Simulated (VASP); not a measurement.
Crystal: BP.

```
B P
1.0
     3.20394    0.00000    0.00000
    -1.60197    2.77469    0.00000
     0.00000    0.00000    8.46662
B P
2 2
Cartesian
  0.0000 1.8498 2.1167
  1.6020 0.9249 6.3500
  1.6020 0.9249 2.1167
  0.0000 1.8498 6.3500
```

Base run:

| Quantity | Value |
| --- | --- |
| Program | VASP 6.6.1 |
| Functional | r2SCAN |
| Potentials or basis | VASP PAW PBE potentials, release 64 (B, P) |
| Cutoff | 520 eV |
| k mesh | 9 × 9 × 2 |
| Occupations | gaussian, width 0.01 eV |
| Spin | no spin polarisation |

Its results: band gap on the k mesh 1.07 eV; pressure -0.3 GPa.

Task: The run is repeated on the same cell with these changes: functional from r2SCAN to PBE. What comes out?

Result: Band gap on the k mesh 0.88 eV; pressure 1.0 GPa.

Caveats: an odd mesh through Γ misses points on the zone boundary, where band edges can lie; the PAW data sets were made with another functional, which shifts forces and pressure a little (at least some runs); this functional lacks dispersion, which binds the layers, so the pressure and a relaxed spacing across them are unreliable (at least some runs).
